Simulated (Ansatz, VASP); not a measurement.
## One calculation of Cu, two programs

```
CELL_PARAMETERS angstrom
0.00000 1.78948 1.78948
1.78948 0.00000 1.78948
1.78948 1.78948 0.00000
ATOMIC_POSITIONS crystal
Cu 0.00000 0.00000 0.00000
```

Alike in both runs: functional r2SCAN; k mesh 20 × 20 × 20; occupations gaussian, width 0.1 eV; no spin polarisation.

Ansatz relaxed the structure, and its values are those at the end. VASP's run is a single point on that final structure, the one shown.

|  | VASP | Ansatz |
| --- | --- | --- |
| version | VASP 6.6.1 | Ansatz 0.2.0 |
| potentials or method | VASP PAW PBE potentials, release 64 (Cu), cutoff 520 eV | scalar-relativistic, plane waves, PAW |
| valence electrons in the cell | 11 | 19 |

```tsv
	VASP	Ansatz	Ansatz less VASP
gap on the k mesh at the Fermi level (eV)	none	none	-
pressure (GPa)	0.3	0.0	-0.31
```

VASP's potentials were made for PBE, not for r2SCAN. A gap of «none» marks a metal or a gap that the smearing closes. With one functional, cell and mesh, what is left measures potentials, basis and numerics. VASP's potentials hold 11 valence electrons a cell and Ansatz's 19, so a difference there can come from the potentials and not from the codes.
